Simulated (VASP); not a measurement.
Here is a VASP 6.6.1 calculation.

Contents of INCAR:

```
PREC = Accurate
ENCUT = 520
EDIFF = 1E-6
ISMEAR = 0
SIGMA = 0.05
LREAL = False
LASPH = True
NELM = 150
ALGO = Normal
ISIF = 2
LWAVE = False
LCHARG = True
ISPIN = 2
MAGMOM = 0 0 0 0 0 0 0 0 2
LORBIT = 11
LDIPOL = True
IDIPOL = 3
DIPOL = 0.5 0.5 0.333
GGA = PE
LELF = True
LVHAR = True
LVACPOTAV = True
NBANDS = 32
```

KPOINTS

```
Automatic mesh
0
Gamma
  7 4 1
```

The input POSCAR:

```
Si
1.0
    3.8510822285      0.0000000000      0.0000000000
    0.0000000000      6.3646810443      0.0000000000
    0.0000000000      0.0000000000     19.7525435318
Si
9
Direct
    0.0000000000      0.9370679282      0.2025055656
    0.0000000000      0.5629320718      0.2025055656
    0.5000000000      0.4370679282      0.2587875163
    0.5000000000      0.0629320718      0.2587875163
    0.5000000000      0.9333044702      0.3720589482
    0.5000000000      0.5666955298      0.3720589482
    0.0000000000      0.4259907587      0.4177964989
    0.0000000000      0.0740092413      0.4177964989
    0.5000000000      0.5926574254      0.4942061660
```

Potentials or basis: VASP PAW PBE potentials, release 64 (Si).

Launch:

```sh
$ cat potpaw_PBE.64/Si/POTCAR > POTCAR
$ mpirun -np 1 vasp_std > vasp.out
```

(1) Predict the largest force.

(2) What does it give for the site moments?

(3) Estimate the net moment.

Results:

(1) 1.435 eV/Å.

(2) Si -0.00, +0.05, +0.01, +0.03, +0.02, +0.00, +0.10 (each value once) μB.

(3) 0.82 μB per cell.

Caveat: a moment this small can come from the mesh or the smearing.
